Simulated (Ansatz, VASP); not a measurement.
GdN: VASP beside Ansatz

The input INCAR:

```
SYSTEM = GdN
PREC = Accurate
ENCUT = 520
EDIFF = 1E-7
ISMEAR = 0
SIGMA = 0.05
LREAL = .FALSE.
LASPH = .TRUE.
NELM = 150
ALGO = Normal
ISIF = 2
LWAVE = .FALSE.
LCHARG = .FALSE.
ISPIN = 2
MAGMOM = 7 0
LORBIT = 11
LMAXMIX = 6
LDAU = .TRUE.
LDAUTYPE = 2
LDAUL = 3 -1
LDAUU = 6 0
LDAUJ = 0 0
LDAUPRINT = 1
GGA = CA
NBANDS = 22
```

File KPOINTS:

```
regular mesh
0
G
  5 5 4
  0 0 0
```

Contents of POSCAR:

```
GdN
1.0
    3.3044723029      0.0000000000      0.0000000000
   -1.6522361515      2.8617569604      0.0000000000
    0.0000000000      0.0000000000      3.2250012505
Gd N
1 1
Direct
    0.0000000000      0.0000000000      0.0000000000
    0.6666666667      0.3333333333      0.5000000000
```

Input for Ansatz:

```yaml
crystal:
  lattice:
    - [3.3044723029, 0.0, 0.0]
    - [-1.6522361515, 2.8617569604, 0.0]
    - [0.0, 0.0, 3.2250012505]
  atoms:
    - { symbol: Gd, position: [0.0, 0.0, 0.0], spin: 7.0 }
    - { symbol: "N", position: [0.6666666667, 0.3333333333, 0.5] }
basis:
  ecutwfc: 420
  ecutrho_ratio: 4
kpoints:
  mp_grid: { grid: [5, 5, 4] }
hamiltonian:
  xc: lda
  hubbard: { sites: [{ species: Gd, l: f, u_eff: 6.0 }] }
scf:
  occupations: { method: gaussian, width: 0.05 }
output:
  forces: true
  stress: true
  eigenvalues: true
  populations: true
  hubbard: { sites: [{ species: Gd, l: f }] }
magnetization:
  spin_polarized: true
```

Alike in both runs: task single point; functional LDA; k mesh 5 × 5 × 4; occupations gaussian, width 0.05 eV; collinear spin; Hubbard terms Gd f U = 6.0 eV.

```csv
,VASP,Ansatz
version,VASP 6.6.1,Ansatz 0.2.0
potentials or method,"VASP PAW PBE potentials, release 64 (Gd, N), cutoff 520 eV","scalar-relativistic, plane waves, PAW"
valence electrons in the cell,23,23
```

Ansatz gave:

```
gap on the k mesh at the Fermi level (eV)                     : 0.07
least direct gap on the mesh (eV)                             : 0.12
pressure (GPa)                                                : -6.9
traceless stress, the component that is largest in VASP (GPa) : -19.23
net moment per atom (μB)                                      : 3.50
size of the moment on the site where the two differ most (μB) : 6.93
```

**Question.** Estimate VASP's values.

**Answer.** gap on the k mesh at the Fermi level (eV): 0.09; least direct gap on the mesh (eV): 0.10; pressure (GPa): -6.5; traceless stress, the component that is largest in VASP (GPa): -19.17; net moment per atom (μB): 3.50; size of the moment on the site where the two differ most (μB): 6.89.

VASP's potentials were made for PBE, not for LDA. LDA's correlation is that of Perdew and Zunger in VASP and of Perdew and Wang (1992) in Ansatz. Site moments also hang on the region over which each program counts them. The programs project onto different local orbitals, so the same U acts differently, and such runs can settle in different states.

The k mesh is coarse, so the values compare programs but aren't converged. Neither program's run includes spin-orbit coupling.
